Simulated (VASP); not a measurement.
Crystal: Pt.

```
Pt
1.0
    -1.58422    1.58422    1.58422
     1.58422   -1.58422    1.58422
     1.58422    1.58422   -1.58422
Pt
1
Direct
  0.00000 0.00000 0.00000
```

This isn't the form of Pt at room conditions, which is fcc.

- Program: VASP 6.6.1
- Task: relaxation of cell and atoms
- Functional: r2SCAN
- Potentials or basis: VASP PAW PBE potentials, release 64 (Pt)
- Cutoff: 600 eV
- k mesh: 18 × 18 × 18
- Occupations: gaussian, width 0.1 eV
- Spin: no spin polarisation

At the start: pressure -6.2 GPa; volume 15.90 Å³/atom.

Question: How do energy, volume and symmetry change on relaxing?

Answer: Over 4 steps the energy falls by 7.9 meV/atom and the volume is 15.51 Å³/atom (-2.5 %); space group Im-3m (No. 229, to 0.1 Å) before and after.

Step by step:
```csv
step,energy change (eV),largest force (eV/Å),pressure (GPa),volume (Å³)
1,0.0000,0.0000,-6.17,15.90
2,0.0489,0.0000,20.15,14.54
3,-0.0079,0.0000,-0.14,15.51
4,-0.0079,0.0000,0.00,15.51
```

Final structure:
```cif
data_structure
_symmetry_space_group_name_H-M 'P 1'
_symmetry_Int_Tables_number 1
_cell_length_a 2.7209
_cell_length_b 2.7209
_cell_length_c 2.7209
_cell_angle_alpha 109.471
_cell_angle_beta 109.471
_cell_angle_gamma 109.471
_cell_volume 15.51
loop_
_atom_site_label
_atom_site_type_symbol
_atom_site_fract_x
_atom_site_fract_y
_atom_site_fract_z
_atom_site_occupancy
Pt1 Pt 0.00000 0.00000 0.00000 1
```

Caveat: the PAW data sets were made with another functional, which shifts forces and pressure a little.
